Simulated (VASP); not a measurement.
# TiH (P6_3/mmc) in VASP: further runs

The runs below take TiH through single point, with r2SCAN.

All numbers are computed with VASP 6.6.1; they aren't measurements. Logs are shortened: lines on timing, memory, paths and dates and some standing lists are left out, and cuts for length are marked.

## 1. The cell of the first run

It takes space group P6_3/mmc (No. 194, hexagonal). The conventional cell has a = 2.878 Å, b = 2.878 Å, c = 5.263 Å, α = 90.00°, β = 90.00°, γ = 120.00°. Within 2.8 Å of Ti (site symmetry -3m) lie 6 H at 2.12 Å and 2 Ti at 2.63 Å. H (site symmetry -6m2) has 6 Ti at 2.12 Å within 2.8 Å.

## 2. Single point, r2SCAN

Contents of POSCAR:

```
TiH
1.0
    2.8775820000      0.0000000000      0.0000000000
   -1.4387910000      2.4920591135      0.0000000000
    0.0000000000      0.0000000000      5.2632940000
Ti H
2 2
Direct
    0.0000000000      0.0000000000      0.0000000000
    0.0000000000      0.0000000000      0.5000000000
    0.6666666667      0.3333333333      0.7500000000
    0.3333333333      0.6666666667      0.2500000000
```

Contents of INCAR.step1:

```
  ALGO = Normal
  EDIFF = 1E-4
  ENCUT = 520
  GGA = PE
  ISMEAR = 1
  LASPH = True
  LCHARG = False
  LREAL = False
  LWAVE = True
  NBANDS = 21
  NELM = 100
  PREC = Accurate
  SIGMA = 0.1
```

Contents of INCAR.step2:

```
  ALGO = Normal
  EDIFF = 1E-6
  ENCUT = 520
  ISIF = 2
  ISMEAR = 1
  ISTART = 1
  LASPH = True
  LCHARG = False
  LMIXTAU = True
  LREAL = False
  LWAVE = False
  METAGGA = R2SCAN
  NBANDS = 21
  NELM = 100
  PREC = Accurate
  SIGMA = 0.1
```

Contents of KPOINTS:

```
k-points
0
Gamma
  3 3 2
```

Potentials or basis: VASP PAW PBE potentials, release 64 (Ti_sv, H).

Command:

```
> cat potpaw_PBE.64/Ti_sv/POTCAR potpaw_PBE.64/H/POTCAR > POTCAR
> cp INCAR.step1 INCAR
> mpirun -np 1 vasp_std > vasp.out
> cp INCAR.step2 INCAR
> mpirun -np 1 vasp_std > vasp.out
```

OUTCAR:

```text
EDIFF = 1E-6
   ENCUT = 520
   ISIF = 2
   ISMEAR = 1
   ISTART = 1
   LASPH = True
   LREAL = False
   METAGGA = R2SCAN
   NELM = 100
   PREC = Accurate

 ion  position               nearest neighbor table
   1  0.000  0.000  0.000-   2 2.63   2 2.63
   2  0.000  0.000  0.500-   1 2.63   1 2.63
   3  0.667  0.333  0.750-
   4  0.333  0.667  0.250-

  LATTYP: Found a hexagonal cell.
 ALAT       =     2.8775820000
 C/A-ratio  =     1.8290682941

  Lattice vectors:

 A1 = (   2.8775820000,   0.0000000000,   0.0000000000)
 A2 = (  -1.4387910000,   2.4920591135,   0.0000000000)
 A3 = (   0.0000000000,   0.0000000000,   5.2632940000)

Analysis of symmetry for initial positions (statically):
=====================================================================
 Subroutine PRICEL returns:
 Original cell was already a primitive cell.

 Routine SETGRP: Setting up the symmetry group for a
 hexagonal supercell.

 Subroutine GETGRP returns: Found 24 space group operations
 (whereof 12 operations were pure point group operations)
 out of a pool of 24 trial point group operations.

The static configuration has the point symmetry D_3d.
 The point group associated with its full space group is D_6h.

Analysis of symmetry for dynamics (positions and initial velocities):
=====================================================================
 Subroutine PRICEL returns:
 Original cell was already a primitive cell.

 Routine SETGRP: Setting up the symmetry group for a
 hexagonal supercell.

 Subroutine GETGRP returns: Found 24 space group operations
 (whereof 12 operations were pure point group operations)
 out of a pool of 24 trial point group operations.

The dynamic configuration has the point symmetry D_3d.
 The point group associated with its full space group is D_6h.

 Subroutine INISYM returns: Found 24 space group operations
 (whereof 12 operations are pure point group operations),
 and found     1 'primitive' translations

----------------------------------------------------------------------------------------

                                     Primitive cell

  volume of cell :      37.7436

[... 67 lines left out ...]
   ISPIN  =      1    spin polarized calculation?
   LNONCOLLINEAR =      F non collinear calculations
   LSORBIT =      F    spin-orbit coupling
   LASPH  =      T    aspherical Exc in radial PAW
   ENCUT  =  520.0 eV  38.22 Ry    6.18 a.u.   5.35  5.35  9.79*2*pi/ulx,y,z
   NELM   =    100;   NELMIN=  2; NELMDL=  0     # of ELM steps
   EDIFF  = 0.1E-05   stopping-criterion for ELM
   LREAL  =      F    real-space projection
   EDIFFG = 0.1E-04   stopping-criterion for IOM
   NSW    =      0    number of steps for IOM
   IBRION =     -1    ionic relax: 0-MD 1-quasi-New 2-CG
   NFREE  =      0    steps in history (QN), initial steepest desc. (CG)
   ISIF   =      2    stress and relaxation
   ISYM   =      2    0-nonsym 1-usesym 2-fastsym
   POTIM  = 0.5000    time-step for ionic-motion
   TEBEG  =    0.0;   TEEND  =   0.0 temperature during run
   PSTRESS=    0.0 pullay stress
   NELECT =      26.0000    total number of electrons
   NUPDOWN=      -1.0000    fix difference up-down
   EMIN   =  10.00;   EMAX   =-10.00  energy-range for DOS
   EFERMI =   0.00;   METHOD = LEGACY
   ISMEAR =     1;   SIGMA  =   0.10  broadening in eV -4-tet -1-fermi 0-gaus
   EFERMI_NEDOS =   21; number of points for ismear=-14 and -15
   IALGO  =     38    algorithm
   IMIX   =      4    mixing-type and parameters
     AMIX     =   0.40;   BMIX     =  1.00
     AMIX_MAG =   1.60;   BMIX_MAG =  1.00
  volume/ion in A,a.u.               =       9.44        63.68
  Fermi-wavevector in a.u.,A,eV,Ry     =   1.445833  2.732228 28.442058  2.090432
  Thomas-Fermi vector in A             =   2.563970
   LORBIT       =      0    0 simple, 1 ext, 2 COOP (PROOUT), +10 PAW based schemes
   METAGGA = R2SCAN    functional components
   LHFCALC =     F    Hartree Fock is set to
   AEXX    =    0.0000 exact exchange contribution
   IVDW    =     0    specifies the selected vdW correction
   LEPSILON=     F    determine dielectric tensor
   LRPA    =     F    only Hartree local field effects (RPA)
 non-spin polarized calculation
 Methfessel and Paxton  Order N= 1 SIGMA  =   0.10
  energy-cutoff  :      520.00
  volume of cell :       37.74
 maximum number of plane-waves:      1051
 NGX is ok and might be reduce to    24
   NGX = 11   NGY = 11   NGZ = 19

 number of electron      25.9999992 magnetization

 Free energy of the ion-electron system (eV)
  ---------------------------------------------------
  ext. energy  EPLUGINS =         0.00000000
  ---------------------------------------------------
  free energy    TOTEN  =       -33.32014458 eV

  energy without entropy =      -33.30150838  energy(sigma->0) =      -33.31393252

 E-fermi :   9.1715     XC(G=0): -12.5614

 val. band max:        9.1405370013   @ k =   0.3333   0.0000   0.5000
 cond. band min:       9.2070892874   @ k =   0.0000   0.0000   0.0000
 fundamental gap:      0.0665522861
 Fermi energy:         9.1714960292

 k-point     1 :       0.0000    0.0000    0.0000
  band No.  band energies     occupation
      1     -50.3982      2.00000
      2     -50.2596      2.00000
      3     -26.0036      2.00000
      4     -25.3619      2.00000
      5     -25.3619      2.00000
      6     -25.2767      2.00000
[... 133 lines left out ...]
     20      14.1200      0.00000
     21      15.6442      0.00000

------------------------ aborting loop because EDIFF is reached ----------------------------------------

  FORCE on cell =-STRESS in cart. coord.  units (eV):
  Direction    XX          YY          ZZ          XY          YZ          ZX
  --------------------------------------------------------------------------------------
  -------------------------------------------------------------------------------------
  Total       -0.6239184     -0.6239184      0.8064170      0.0000000     -0.0000000      0.0000000
  in kB      -26.4846798    -26.4846798     34.2315505      0.0000000     -0.0000000      0.0000000
  external PRESSURE =      -6.2459364 kB  Pullay stress =       0.0000000 kB

 VOLUME and BASIS-vectors are now :
 -----------------------------------------------------------------------------
  energy-cutoff  :      520.00
  volume of cell :       37.74
      direct lattice vectors                 reciprocal lattice vectors
     2.877582000  0.000000000  0.000000000     0.347513989  0.200637295  0.000000000
    -1.438791000  2.492059113  0.000000000     0.000000000  0.401274590  0.000000000
     0.000000000  0.000000000  5.263294000     0.000000000  0.000000000  0.189995087

 POSITION                                       TOTAL-FORCE (eV/Angst)
 -----------------------------------------------------------------------------------
      0.00000      0.00000      0.00000         0.000000      0.000000      0.000000
      0.00000      0.00000      2.63165         0.000000      0.000000      0.000000
      1.43879      0.83069      3.94747        -0.000000      0.000000      0.000000
     -0.00000      1.66137      1.31582         0.000000     -0.000000     -0.000000
 -----------------------------------------------------------------------------------
    total drift:                               -0.000000      0.000000      0.000000

  FREE ENERGIE OF THE ION-ELECTRON SYSTEM (eV)
  ---------------------------------------------------
  free  energy   TOTEN  =       -33.3201445818 eV

  energy  without entropy=      -33.3015083839  energy(sigma->0) =      -33.31393252
```

OSZICAR.step1:

```text
N       E                     dE             d eps       ncg     rms          rms(c)
DAV:   1     0.270753904600E+03    0.27075E+03   -0.13269E+04   252   0.148E+03
DAV:   2     0.831733410729E+00   -0.26992E+03   -0.26320E+03   267   0.426E+02
DAV:   3    -0.240932572342E+02   -0.24925E+02   -0.24388E+02   457   0.115E+02
DAV:   4    -0.252215763121E+02   -0.11283E+01   -0.11239E+01   298   0.206E+01
DAV:   5    -0.252506786565E+02   -0.29102E-01   -0.29095E-01   377   0.311E+00    0.144E+01
DAV:   6    -0.228185425755E+02    0.24321E+01   -0.89237E+00   302   0.273E+01    0.374E+00
DAV:   7    -0.227914963822E+02    0.27046E-01   -0.44994E-01   350   0.427E+00    0.195E+00
DAV:   8    -0.228069079024E+02   -0.15412E-01   -0.10311E-01   298   0.250E+00    0.629E-01
DAV:   9    -0.228094704641E+02   -0.25626E-02   -0.10477E-02   414   0.688E-01    0.216E-01
DAV:  10    -0.228090329254E+02    0.43754E-03   -0.15746E-03   297   0.353E-01    0.710E-02
DAV:  11    -0.228090168063E+02    0.16119E-04   -0.15418E-04   226   0.970E-02
   1 F= -.22809017E+02 E0= -.22801388E+02  d E =-.228869E-01
```

It took 62 s on 1 thread of AMD EPYC 7R13, shared host; peak memory 0.13 GiB.

Results:

| Item | Value |
| --- | --- |
| Free energy | -33.3201 eV |
| Pressure | -0.6 GPa |
| Band gap on the k mesh | zero (band 13 reaches 9.63 eV, above the bottom of band 14 at 9.14 eV) |

Stress tensor (GPa, compression positive):
```
-2.65  0.00  0.00
 0.00 -2.65  0.00
 0.00  0.00  3.42
```

Caveat: the k points lie up to 0.84 Å⁻¹ apart; the PAW data sets were made with another functional, which shifts forces and pressure a little.

## 3. Single point, r2SCAN

POSCAR is that of step 2.

INCAR.step1, as its differences from that of step 2:

```diff
@@ -10,3 +10,3 @@
   NBANDS = 21
-  NELM = 100
+  NELM = 80
   PREC = Accurate
```

INCAR.step2, as its differences from that of step 2:

```diff
@@ -13,3 +13,3 @@
   NBANDS = 21
-  NELM = 100
+  NELM = 80
   PREC = Accurate
```

Contents of KPOINTS:

```
k-points
0
Gamma
  4 4 2
```

Potentials or basis: VASP PAW PBE potentials, release 64 (Ti_sv, H).

Command:

```
> cat potpaw_PBE.64/Ti_sv/POTCAR potpaw_PBE.64/H/POTCAR > POTCAR
> cp INCAR.step1 INCAR
> mpirun -np 1 vasp_std > vasp.out
> cp INCAR.step2 INCAR
> mpirun -np 1 vasp_std > vasp.out
```

OUTCAR:

```text
EDIFF = 1E-6
   ENCUT = 520
   ISIF = 2
   ISMEAR = 1
   ISTART = 1
   LASPH = True
   LREAL = False
   METAGGA = R2SCAN
   NELM = 80
   PREC = Accurate

 ion  position               nearest neighbor table
   1  0.000  0.000  0.000-   2 2.63   2 2.63
   2  0.000  0.000  0.500-   1 2.63   1 2.63
   3  0.667  0.333  0.750-
   4  0.333  0.667  0.250-

  LATTYP: Found a hexagonal cell.
 ALAT       =     2.8775820000
 C/A-ratio  =     1.8290682941

  Lattice vectors:

 A1 = (   2.8775820000,   0.0000000000,   0.0000000000)
 A2 = (  -1.4387910000,   2.4920591135,   0.0000000000)
 A3 = (   0.0000000000,   0.0000000000,   5.2632940000)

Analysis of symmetry for initial positions (statically):
=====================================================================
 Subroutine PRICEL returns:
 Original cell was already a primitive cell.

 Routine SETGRP: Setting up the symmetry group for a
[... 153 lines left out ...]
  ---------------------------------------------------
  free energy    TOTEN  =       -33.34088289 eV

  energy without entropy =      -33.33953505  energy(sigma->0) =      -33.34043361

 E-fermi :   8.7874     XC(G=0): -12.5674

 val. band max:        8.7230254484   @ k =   0.2500   0.2500   0.0000
 cond. band min:       9.0777335319   @ k =   0.5000   0.0000   0.5000
 fundamental gap:      0.3547080835
 Fermi energy:         8.7873680344

 k-point     1 :       0.0000    0.0000    0.0000
  band No.  band energies     occupation
      1     -50.4730      2.00000
      2     -50.3343      2.00000
      3     -26.2515      2.00000
      4     -25.3429      2.00000
      5     -25.3429      2.00000
      6     -25.2931      2.00000
[... 181 lines left out ...]
     20      13.2040      0.00000
     21      15.9226      0.00000

------------------------ aborting loop because EDIFF is reached ----------------------------------------

  FORCE on cell =-STRESS in cart. coord.  units (eV):
  Direction    XX          YY          ZZ          XY          YZ          ZX
  --------------------------------------------------------------------------------------
  -------------------------------------------------------------------------------------
  Total       -0.8569278     -0.8569278      0.0957601      0.0000000      0.0000000      0.0000000
  in kB      -36.3756798    -36.3756798      4.0649142      0.0000000      0.0000000      0.0000000
  external PRESSURE =     -22.8954818 kB  Pullay stress =       0.0000000 kB

 VOLUME and BASIS-vectors are now :
 -----------------------------------------------------------------------------
  energy-cutoff  :      520.00
  volume of cell :       37.74
      direct lattice vectors                 reciprocal lattice vectors
     2.877582000  0.000000000  0.000000000     0.347513989  0.200637295  0.000000000
    -1.438791000  2.492059113  0.000000000     0.000000000  0.401274590  0.000000000
     0.000000000  0.000000000  5.263294000     0.000000000  0.000000000  0.189995087

 POSITION                                       TOTAL-FORCE (eV/Angst)
 -----------------------------------------------------------------------------------
      0.00000      0.00000      0.00000         0.000000      0.000000     -0.000000
      0.00000      0.00000      2.63165         0.000000      0.000000     -0.000000
      1.43879      0.83069      3.94747         0.000000     -0.000000     -0.000000
     -0.00000      1.66137      1.31582        -0.000000      0.000000      0.000000
 -----------------------------------------------------------------------------------
    total drift:                               -0.000000      0.000000      0.000000

  FREE ENERGIE OF THE ION-ELECTRON SYSTEM (eV)
  ---------------------------------------------------
  free  energy   TOTEN  =       -33.3408828871 eV

  energy  without entropy=      -33.3395350506  energy(sigma->0) =      -33.34043361
```

OUTCAR.step1:

```text
EDIFF = 1E-4
   ENCUT = 520
   GGA = PE
   ISMEAR = 1
[... 405 lines left out ...]
      0.00000      0.00000      0.00000        -0.000000      0.000000     -0.000000
      0.00000      0.00000      2.63165        -0.000000      0.000000     -0.000000
      1.43879      0.83069      3.94747        -0.000000      0.000000     -0.000000
     -0.00000      1.66137      1.31582         0.000000     -0.000000      0.000000
 -----------------------------------------------------------------------------------
    total drift:                               -0.000000      0.000000      0.000000

  FREE ENERGIE OF THE ION-ELECTRON SYSTEM (eV)
  ---------------------------------------------------
  free  energy   TOTEN  =       -22.8665998225 eV

  energy  without entropy=      -22.8660786932  energy(sigma->0) =      -22.86642611
```

OSZICAR.step1:

```text
N       E                     dE             d eps       ncg     rms          rms(c)
DAV:   1     0.271290651936E+03    0.27129E+03   -0.13242E+04   336   0.147E+03
DAV:   2     0.522005893210E+00   -0.27077E+03   -0.26513E+03   346   0.425E+02
DAV:   3    -0.243509993612E+02   -0.24873E+02   -0.23818E+02   612   0.116E+02
DAV:   4    -0.253402076480E+02   -0.98921E+00   -0.98530E+00   387   0.213E+01
DAV:   5    -0.253882937398E+02   -0.48086E-01   -0.48083E-01   516   0.362E+00    0.144E+01
DAV:   6    -0.228845066520E+02    0.25038E+01   -0.87583E+00   399   0.275E+01    0.357E+00
DAV:   7    -0.228523831790E+02    0.32123E-01   -0.52628E-01   478   0.453E+00    0.187E+00
DAV:   8    -0.228660395063E+02   -0.13656E-01   -0.10690E-01   424   0.308E+00    0.419E-01
DAV:   9    -0.228667350592E+02   -0.69555E-03   -0.12996E-02   513   0.103E+00    0.183E-01
DAV:  10    -0.228666336133E+02    0.10145E-03   -0.13342E-03   407   0.296E-01    0.531E-02
DAV:  11    -0.228665998225E+02    0.33791E-04   -0.92884E-05   234   0.830E-02
   1 F= -.22866600E+02 E0= -.22866426E+02  d E =-.521129E-03
```

Wall time 73 s (1 thread of AMD EPYC 7R13, shared host); peak memory 0.13 GiB.

Results:

| Property | Result |
| --- | --- |
| Free energy | -33.3409 eV |
| Pressure | -2.3 GPa |
| Band gap on the k mesh | zero (band 13 reaches 9.62 eV, above the bottom of band 14 at 8.72 eV) |

Stress tensor (GPa, compression positive):
```
-3.64  0.00  0.00
 0.00 -3.64  0.00
 0.00  0.00  0.41
```

Caveat: the k points lie up to 0.63 Å⁻¹ apart; the PAW data sets were made with another functional, which shifts forces and pressure a little.
